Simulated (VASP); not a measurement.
# S (P6_3/mmc) in VASP: single point with PBE

Aim: the single point of S with PBE.

Program: VASP 6.6.1. These are calculated values, not measurements. Logs are shortened: lines on timing, memory, paths and dates and some standing lists are left out, and cuts for length are marked.

## Step 1: The cell of the first run

The structure is hexagonal, space group P6_3/mmc (No. 194). The conventional cell has a = 3.299 Å, b = 3.299 Å, c = 3.502 Å, α = 90.00°, β = 90.00°, γ = 120.00°. S (site symmetry -6m2) has 12 S at 2.59 to 3.30 Å within 3.4 Å.

## Step 2: Single point, PBE

The input, INCAR:

```
SYSTEM = S
PREC = Accurate
ENCUT = 520
EDIFF = 1E-6
ISMEAR = -1
SIGMA = 0.08
LREAL = .False.
LASPH = .True.
NELM = 80
ALGO = Normal
ISIF = 2
LWAVE = .False.
LCHARG = .True.
GGA = PE
LELF = .True.
LVHAR = .True.
NBANDS = 13
```

The input, KPOINTS:

```
regular mesh
0
Gamma
  15 15 8
  0 0 0
```

The input, POSCAR:

```
S
1.0
    3.2990763799      0.0000000000      0.0000000000
   -1.6495381899      2.8570839540      0.0000000000
    0.0000000000      0.0000000000      3.5024431011
S
2
Direct
    0.3333333333      0.6666666667      0.2500000000
    0.6666666667      0.3333333333      0.7500000000
```

Potentials or basis: VASP PAW PBE potentials, release 64 (S).

Command:

```console
> cat potpaw_PBE.64/S/POTCAR > POTCAR
> mpirun -np 1 vasp_std > vasp.out
```

OUTCAR:

```text
SYSTEM = S
   PREC = Accurate
   ENCUT = 520
   EDIFF = 1E-6
   ISMEAR = -1
   LREAL = .False.
   LASPH = .True.
   NELM = 80
   ISIF = 2
   GGA = PE

 ion  position               nearest neighbor table
   1  0.333  0.667  0.250-   2 2.59   2 2.59   2 2.59   2 2.59   2 2.59   2 2.59
   2  0.667  0.333  0.750-   1 2.59   1 2.59   1 2.59   1 2.59   1 2.59   1 2.59

  LATTYP: Found a hexagonal cell.
 ALAT       =     3.2990763799
 C/A-ratio  =     1.0616435322

  Lattice vectors:

 A1 = (   3.2990763799,   0.0000000000,   0.0000000000)
 A2 = (  -1.6495381899,   2.8570839540,   0.0000000000)
 A3 = (   0.0000000000,   0.0000000000,   3.5024431011)

Analysis of symmetry for initial positions (statically):
=====================================================================
 Subroutine PRICEL returns:
 Original cell was already a primitive cell.

 Routine SETGRP: Setting up the symmetry group for a
 hexagonal supercell.

 Subroutine GETGRP returns: Found 24 space group operations
 (whereof 12 operations were pure point group operations)
 out of a pool of 24 trial point group operations.

The static configuration has the point symmetry D_3d.
 The point group associated with its full space group is D_6h.

Analysis of symmetry for dynamics (positions and initial velocities):
=====================================================================
 Subroutine PRICEL returns:
 Original cell was already a primitive cell.

 Routine SETGRP: Setting up the symmetry group for a
 hexagonal supercell.

 Subroutine GETGRP returns: Found 24 space group operations
 (whereof 12 operations were pure point group operations)
 out of a pool of 24 trial point group operations.

The dynamic configuration has the point symmetry D_3d.
 The point group associated with its full space group is D_6h.

 Subroutine INISYM returns: Found 24 space group operations
 (whereof 12 operations are pure point group operations),
 and found     1 'primitive' translations

----------------------------------------------------------------------------------------

                                     Primitive cell

  volume of cell :      33.0131

  direct lattice vectors                    reciprocal lattice vectors
     3.299076380  0.000000000  0.000000000     0.303115140  0.175003608  0.000000000
    -1.649538190  2.857083954  0.000000000     0.000000000  0.350007216  0.000000000
     0.000000000  0.000000000  3.502443101     0.000000000  0.000000000  0.285514988

  length of vectors
     3.299076380  3.299076380  3.502443101     0.350007216  0.350007216  0.285514988

  position of ions in fractional coordinates (direct lattice)
[... 85 lines left out ...]
   ISIF   =      2    stress and relaxation
   ISYM   =      2    0-nonsym 1-usesym 2-fastsym
   POTIM  = 0.5000    time-step for ionic-motion
   TEBEG  =    0.0;   TEEND  =   0.0 temperature during run
   PSTRESS=    0.0 pullay stress
   NELECT =      12.0000    total number of electrons
   NUPDOWN=      -1.0000    fix difference up-down
   EMIN   =  10.00;   EMAX   =-10.00  energy-range for DOS
   EFERMI =   0.00;   METHOD = LEGACY
   ISMEAR =    -1;   SIGMA  =   0.08  broadening in eV -4-tet -1-fermi 0-gaus
   EFERMI_NEDOS =   21; number of points for ismear=-14 and -15
   IALGO  =     38    algorithm
   IMIX   =      4    mixing-type and parameters
     AMIX     =   0.40;   BMIX     =  1.00
     AMIX_MAG =   1.60;   BMIX_MAG =  1.00
  volume/ion in A,a.u.               =      16.51       111.39
  Fermi-wavevector in a.u.,A,eV,Ry     =   1.168350  2.207862 18.572531  1.365043
  Thomas-Fermi vector in A             =   2.304838
   LORBIT       =      0    0 simple, 1 ext, 2 COOP (PROOUT), +10 PAW based schemes
   GGA     = PE    functional components
   LHFCALC =     F    Hartree Fock is set to
   AEXX    =    0.0000 exact exchange contribution
   IVDW    =     0    specifies the selected vdW correction
   LEPSILON=     F    determine dielectric tensor
   LRPA    =     F    only Hartree local field effects (RPA)
 non-spin polarized calculation
  energy-cutoff  :      520.00
  volume of cell :       33.01
 maximum number of plane-waves:       906
 NGX is ok and might be reduce to    28
   NGX = 13   NGY = 13   NGZ = 13

 number of electron      12.0000000 magnetization

 Free energy of the ion-electron system (eV)
  ---------------------------------------------------
  ext. energy  EPLUGINS =         0.00000000
  ---------------------------------------------------
  free energy    TOTEN  =        -6.57010244 eV

  energy without entropy =       -6.54947010  energy(sigma->0) =       -6.55978627

 E-fermi :   7.2896     XC(G=0): -10.8195

 val. band max:        7.2863601494   @ k =   0.0667  -0.0000   0.3750
 cond. band min:       7.2982004134   @ k =   0.3333   0.1333   0.2500
 fundamental gap:      0.0118402640
 Fermi energy:         7.2896112147

 k-point     1 :       0.0000    0.0000    0.0000
  band No.  band energies     occupation
      1      -9.7757      2.00000
      2      -1.7991      2.00000
      3       1.6359      2.00000
      4       4.7452      2.00000
      5       4.7452      2.00000
      6       8.1502      0.00004
      7       8.1502      0.00004
      8      11.1089      0.00000
      9      11.4320      0.00000
     10      16.4911      0.00000
     11      17.9155      0.00000
     12      17.9155      0.00000
     13      18.9197      0.00000
[... 354 lines left out ...]
  band No.  band energies     occupation
      1      -6.8012      2.00000
      2      -5.4035      2.00000
      3       0.8870      2.00000
      4       4.4530      2.00000
      5       4.8684      2.00000
      6       5.9716      2.00000
      7       6.4741      1.99993
      8       9.0172      0.00000
      9      13.2103      0.00000
     10      14.5400      0.00000
     11      17.8620      0.00000
     12      18.1732      0.00000
     13      21.4761      0.00000

 [... further k-points ...]
[... 5 lines left out ...]
  --------------------------------------------------------------------------------------
  -------------------------------------------------------------------------------------
  Total        0.4493703      0.4493703      0.4402694      0.0000000     -0.0000000      0.0000000
  in kB       21.8086371     21.8086371     21.3669535      0.0000000     -0.0000000      0.0000000
  external PRESSURE =      21.6614092 kB  Pullay stress =       0.0000000 kB

 VOLUME and BASIS-vectors are now :
 -----------------------------------------------------------------------------
  energy-cutoff  :      520.00
  volume of cell :       33.01
      direct lattice vectors                 reciprocal lattice vectors
     3.299076380  0.000000000  0.000000000     0.303115140  0.175003608  0.000000000
    -1.649538190  2.857083954  0.000000000     0.000000000  0.350007216  0.000000000
     0.000000000  0.000000000  3.502443101     0.000000000  0.000000000  0.285514988

 POSITION                                       TOTAL-FORCE (eV/Angst)
 -----------------------------------------------------------------------------------
     -0.00000      1.90472      0.87561        -0.000000      0.000000      0.000000
      1.64954      0.95236      2.62683         0.000000     -0.000000      0.000000
 -----------------------------------------------------------------------------------
    total drift:                               -0.000000      0.000000      0.000000

  FREE ENERGIE OF THE ION-ELECTRON SYSTEM (eV)
  ---------------------------------------------------
  free  energy   TOTEN  =        -6.5701024368 eV

  energy  without entropy=       -6.5494700991  energy(sigma->0) =       -6.55978627
```

OSZICAR:

```text
N       E                     dE             d eps       ncg     rms          rms(c)
DAV:   1     0.461432821206E+02    0.46143E+02   -0.56225E+03  3510   0.813E+02
DAV:   2    -0.430524654796E+01   -0.50449E+02   -0.48003E+02  4838   0.144E+02
DAV:   3    -0.654794696820E+01   -0.22427E+01   -0.22275E+01  4598   0.312E+01
DAV:   4    -0.656590313479E+01   -0.17956E-01   -0.17951E-01  4242   0.337E+00
DAV:   5    -0.656610885827E+01   -0.20572E-03   -0.20572E-03  4700   0.356E-01    0.133E+01
DAV:   6    -0.656791589035E+01   -0.18070E-02   -0.22946E-03  4343   0.352E-01    0.797E+00
DAV:   7    -0.657005991359E+01   -0.21440E-02   -0.46084E-03  4345   0.510E-01    0.106E-01
DAV:   8    -0.657008843260E+01   -0.28519E-04   -0.21560E-04  4510   0.960E-02    0.317E-02
DAV:   9    -0.657010106468E+01   -0.12632E-04   -0.17867E-05  4575   0.270E-02    0.813E-03
DAV:  10    -0.657010230382E+01   -0.12391E-05   -0.21586E-06  4249   0.982E-03    0.250E-03
DAV:  11    -0.657010243679E+01   -0.13297E-06   -0.12912E-07  2705   0.273E-03
   1 F= -.65701024E+01 E0= -.65597863E+01  d E =-.206323E-01
```

Run time: 19 s. Hardware: 1 thread of Intel Xeon 6975P-C (Granite Rapids), shared host; peak memory 0.17 GiB.

Results:

```
Free energy            : -6.5701 eV
Pressure               : 2.2 GPa
Band gap on the k mesh : zero (band 6 reaches 8.15 eV, above the bottom of band 7 at 5.85 eV)
```
